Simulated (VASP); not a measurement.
# CuSn2O2: single point with PBE+D3(BJ)

System: CuSn2O2, a slab with vacuum.

```
Sn O Cu
1.0
     3.82017    0.00000    0.00000
     0.00000    3.82017    0.00000
     0.00000    0.00000   19.36304
Sn O Cu
2 2 1
Direct
  0.50000 0.00000 0.20658
  0.00000 0.50000 0.32862
  0.00000 0.00000 0.26760
  0.50000 0.50000 0.26760
  0.37500 0.00000 0.48355
```

* Program: VASP 6.6.1
* Task: single point
* Functional: PBE
* Dispersion: D3(BJ)
* Potentials or basis: VASP PAW PBE potentials, release 64 (Sn_d, O, Cu)
* Cutoff: 520 eV
* k mesh: 7 × 7 × 1
* Occupations: gaussian, width 0.05 eV
* Spin: collinear spin
* Starting moments: [0.0, 0.0, 0.0, 0.0, 1.0] μB
* Dipole correction: yes
* Further INCAR settings: ALGO = Normal; EDIFF = 1e-06; NBANDS = 38

```json
{"Largest force": "0.231 eV/Å", "Net moment": "0.00 μB per cell", "Valence electrons inside the program's atomic spheres": "Sn 12.10, 12.08; O 5.00; Cu 9.71", "Dispersion energy per atom": "-0.169 eV"}
```

Forces in eV/Å, atoms in the order of the input:
```
Sn   0.007  0.000 -0.059
Sn   0.075  0.000  0.219
O   -0.010  0.000  0.017
O   -0.001  0.000  0.040
Cu  -0.070  0.000 -0.217
```

Levels at points of the mesh, in eV from the Fermi level:
Spin up:
```csv
k point,band 24,band 25,band 26,band 27,band 28,band 29
"(0.00, 0.00, 0.00)",-0.89,-0.85,-0.44,2.15,2.19,4.12
```
Spin down:
| k point | band 22 | band 23 | band 24 | band 25 | band 26 | band 27 | band 28 | band 29 | band 30 | band 31 |
| --- | --- | --- | --- | --- | --- | --- | --- | --- | --- | --- |
| (0.00, 0.00, 0.00) | -1.04 | -0.89 | -0.89 | -0.85 | -0.44 | 2.15 | 2.19 | 4.14 | 4.50 | 4.58 |

It took 6.3 min on 1 thread of Intel(R) Xeon(R) Platinum 8559C (Emerald Rapids) (shared host), peak memory 0.55 GiB.

Caveat: spin-orbit coupling is left out, which moves the levels of the heavy elements. With open d or f shells a metallic result of PBE can be an artefact of self-interaction; +U or a hybrid may open a gap.
